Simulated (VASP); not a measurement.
# WAu (F-43m) in VASP: vibrations by perturbation theory with LDA

Aim: the vibrations by perturbation theory of WAu with LDA.

All numbers are computed with VASP 6.6.1; they aren't measurements. Logs are shortened: lines on timing, memory, paths and dates and some standing lists are left out, and cuts for length are marked.

### 1 The cell of the first run

The structure is cubic, space group F-43m (No. 216). The conventional cell has a = 5.496 Å, b = 5.496 Å, c = 5.496 Å, α = 90.00°, β = 90.00°, γ = 90.00°. Within 3.1 Å of W (site symmetry -43m) lie 4 Au at 2.38 Å. Au (site symmetry -43m) has 4 W at 2.38 Å within 3.1 Å.

### 2 Vibrations by perturbation theory, LDA

File INCAR:

```
ALGO = Fast ; EDIFF = 1E-8
ENCUT = 520 ; IBRION = 8
ISIF = 2 ; ISMEAR = -1
LASPH = T ; LCHARG = F
LREAL = F ; LWAVE = F
NBANDS = 20 ; NELM = 60
NSW = 1 ; PREC = Accurate
SIGMA = 0.05
```

File KPOINTS:

```
k-points
0
Gamma
  6 6 6
```

File POSCAR:

```
WAu
1.0
    0.0000000000      2.7479792600      2.7479792600
    2.7479792600      0.0000000000      2.7479792600
    2.7479792600      2.7479792600      0.0000000000
W Au
1 1
Direct
    0.0000000000      0.0000000000      0.0000000000
    0.7500000000      0.7500000000      0.7500000000
```

Potentials or basis: VASP PAW LDA potentials, release 64 (W_sv, Au).

Run with:

```console
$ cat potpaw_LDA.64/W_sv/POTCAR potpaw_LDA.64/Au/POTCAR > POTCAR
$ mpirun -np 1 vasp_std > vasp.out
```

OUTCAR:

```text
EDIFF = 1E-8
   ENCUT = 520
   IBRION = 8
   ISIF = 2
   ISMEAR = -1
   LASPH = T
   LREAL = F
   NELM = 60
   NSW = 1
   PREC = Accurate

 ion  position               nearest neighbor table
   1  0.000  0.000  0.000-   2 2.38   2 2.38   2 2.38   2 2.38
   2  0.750  0.750  0.750-   1 2.38   1 2.38   1 2.38   1 2.38

  LATTYP: Found a face centered cubic cell.
 ALAT       =     5.4959585200

  Lattice vectors:

 A1 = (   0.0000000000,   2.7479792600,   2.7479792600)
 A2 = (   2.7479792600,   0.0000000000,   2.7479792600)
 A3 = (   2.7479792600,   2.7479792600,   0.0000000000)

Analysis of symmetry for initial positions (statically):
=====================================================================
 Subroutine PRICEL returns:
 Original cell was already a primitive cell.

 Routine SETGRP: Setting up the symmetry group for a
 face centered cubic supercell.

 Subroutine GETGRP returns: Found 24 space group operations
 (whereof 24 operations were pure point group operations)
 out of a pool of 48 trial point group operations.

The static configuration has the point symmetry T_d .

Analysis of symmetry for dynamics (positions and initial velocities):
=====================================================================
 Subroutine PRICEL returns:
 Original cell was already a primitive cell.

 Routine SETGRP: Setting up the symmetry group for a
 face centered cubic supercell.

 Subroutine GETGRP returns: Found 24 space group operations
 (whereof 24 operations were pure point group operations)
 out of a pool of 48 trial point group operations.

The dynamic configuration has the point symmetry T_d .

 Subroutine INISYM returns: Found 24 space group operations
 (whereof 24 operations are pure point group operations),
 and found     1 'primitive' translations

----------------------------------------------------------------------------------------

                                     Primitive cell

  volume of cell :      41.5021

  direct lattice vectors                    reciprocal lattice vectors
     0.000000000  2.747979260  2.747979260    -0.181951883  0.181951883  0.181951883
     2.747979260  0.000000000  2.747979260     0.181951883 -0.181951883  0.181951883
[... 514 lines left out ...]
  energy-cutoff  :      520.00
  volume of cell :       41.50
      direct lattice vectors                 reciprocal lattice vectors
     0.000000000  2.747979260  2.747979260    -0.181951883  0.181951883  0.181951883
     2.747979260  0.000000000  2.747979260     0.181951883 -0.181951883  0.181951883
     2.747979260  2.747979260  0.000000000     0.181951883  0.181951883 -0.181951883

 POSITION                                       TOTAL-FORCE (eV/Angst)
 -----------------------------------------------------------------------------------
      0.00000      0.00000      0.00000         0.000000      0.000000      0.000000
      4.12197      4.12197      4.12197        -0.000000     -0.000000     -0.000000
 -----------------------------------------------------------------------------------
    total drift:                                0.000001      0.000001      0.000001

  FREE ENERGIE OF THE ION-ELECTRON SYSTEM (eV)
  ---------------------------------------------------
  free  energy   TOTEN  =       -14.1613813810 eV

  energy  without entropy=      -14.1448648936  energy(sigma->0) =      -14.15312314

[... ionic steps 2 to 3 ...]

--------------------------------------- Ionic step        4  -------------------------------------------

------------------------ aborting loop because EDIFF is reached ----------------------------------------

[... ionic steps 5 to 6 ...]

--------------------------------------- Ionic step        7  -------------------------------------------

 Free energy of the ion-electron system (eV)
  ---------------------------------------------------
  ---------------------------------------------------
  free energy    TOTEN  =        -0.28102049 eV

  energy without entropy =       -0.28102049

------------------------ aborting loop because EDIFF is reached ----------------------------------------

 INTERNAL STRAIN TENSOR  FOR ION    2  DIRECTION 1   (eV/Angst):
 -----------------------------------------------------------------------------
     0.03288  0.00000  0.00000
     0.00000 -0.01205 29.83136
     0.00000 29.83136 -0.01205

 INTERNAL STRAIN TENSOR FOR ION    2 for displacements in x,y,z  (eV/Angst):
          X           Y           Z          XY          YZ          ZX
  --------------------------------------------------------------------------------
  x     0.00000     0.00000     0.00000     0.00000    29.83136     0.00000
  y     0.00000     0.00000     0.00000     0.00000     0.00000    29.83136
  z     0.00000     0.00000     0.00000    29.83136     0.00000     0.00000

 SECOND DERIVATIVES (NOT SYMMETRIZED)
 ------------------------------------
               1X          1Y          1Z          2X          2Y          2Z
  1X   -21.591952    0.000000    0.000000   21.591952    0.000000    0.000000
  1Y     0.000000  -21.591952    0.000000    0.000000   21.591952    0.000000
  1Z     0.000000    0.000000  -21.591952    0.000000    0.000000   21.591952
  2X    21.592412    0.000000    0.000000  -21.592412    0.000000    0.000000
  2Y     0.000000   21.592412    0.000000    0.000000  -21.592412    0.000000
  2Z     0.000000    0.000000   21.592412    0.000000    0.000000  -21.592412

 Eigenvectors and eigenvalues of the dynamical matrix
 ----------------------------------------------------

   1 f  =    7.449533 THz    46.806797 2PiTHz  248.489680 cm-1    30.808780 meV
             X         Y         Z           dx          dy          dz
      0.000000  0.000000  0.000000     0.000000    0.719177    0.000000
      4.121969  4.121969  4.121969     0.000000   -0.694827    0.000000
[... 21 lines left out ...]
   6 f/i=    0.000040 THz     0.000249 2PiTHz    0.001323 cm-1     0.000164 meV
             X         Y         Z           dx          dy          dz
      0.000000  0.000000  0.000000     0.000000    0.000000   -0.694827
      4.121969  4.121969  4.121969     0.000000    0.000000   -0.719177

--------------------------------------------------------------------------------------------------------

 ELASTIC MODULI CONTR FROM IONIC RELAXATION (kBar)
 Direction    XX          YY          ZZ          XY          YZ          ZX
 --------------------------------------------------------------------------------
 XX          -0.0000      0.0000      0.0000      0.0000     -0.0000     -0.0000
 YY           0.0000     -0.0000      0.0000      0.0000      0.0000     -0.0000
 ZZ           0.0000      0.0000     -0.0000     -0.0000      0.0000     -0.0000
 XY           0.0000      0.0000     -0.0000  -1544.1301      0.0000     -0.0000
 YZ          -0.0000      0.0000      0.0000      0.0000  -1544.1301      0.0000
 ZX          -0.0000     -0.0000     -0.0000     -0.0000      0.0000  -1544.1301
 --------------------------------------------------------------------------------
```

OSZICAR:

```text
N       E                     dE             d eps       ncg     rms          rms(c)
DAV:   1     0.192751793725E+03    0.19275E+03   -0.13038E+04   640   0.128E+03
DAV:   2    -0.983347257158E+01   -0.20259E+03   -0.19608E+03   708   0.352E+02
DAV:   3    -0.155531946228E+02   -0.57197E+01   -0.56661E+01   716   0.581E+01
[... 52 lines left out ...]
RMM:  12    -0.281020511107E+00   -0.26329E-06    0.14437E-07  3509   0.221E-04    0.560E-06
RMM:  13    -0.281020539958E+00   -0.28850E-07    0.14059E-07  3652   0.194E-04    0.562E-06
RMM:  14    -0.281020504142E+00    0.35816E-07    0.19253E-07  3633   0.188E-04    0.130E-06
RMM:  15    -0.281020480972E+00    0.23170E-07    0.12516E-07  3611   0.186E-04    0.690E-07
RMM:  16    -0.281020488581E+00   -0.76087E-08    0.14486E-07  3516   0.185E-04    0.221E-07
RMM:  17    -0.281020490458E+00   -0.18775E-08    0.13426E-07  3309   0.184E-04    0.970E-08
 Linear response finished
```

stdout:

```text
POSCAR found type information on POSCAR W Au
 POSCAR found :  2 types and       2 ions
 scaLAPACK will be used
 LDA part: xc-table for (Slater(with rela. corr.)+CA(PZ))
 , standard interpolation
 POSCAR, INCAR and KPOINTS ok, starting setup
 FFT: planning ... GRIDC
 FFT: planning ... GRID_SOFT
 FFT: planning ... GRID
 WAVECAR not read
 entering main loop
 Linear response reoptimize wavefunctions to high precision
 Linear response DOF=           2
 Linear response progress:
 first order change of Fermi-energy   0.77808E-03
 force on displaced ion       1 direction 1 : -21.592   0.000   0.000
 Linear response progress:
 first order change of Fermi-energy  -0.69775E-03
 force on displaced ion       2 direction 1 : -21.592   0.000   0.000
 Linear response finished
```

Run time: 6.8 min. Hardware: 1 thread of Intel Xeon 6975P-C, shared host; peak memory 0.23 GiB.

What came out:

| Item | Value |
| --- | --- |
| Highest phonon frequency at Γ, LO-TO splitting left out | 248 cm⁻¹ |

Phonon frequencies in cm⁻¹ (negative: imaginary):
| q point | frequencies |
| --- | --- |
| (0.000, 0.000, 0.000) | 0 0 0 248 248 248 |

Caveat: the cell wasn't relaxed at this level first, which shifts response properties; spin-orbit coupling is left out, which moves the levels of the heavy elements.
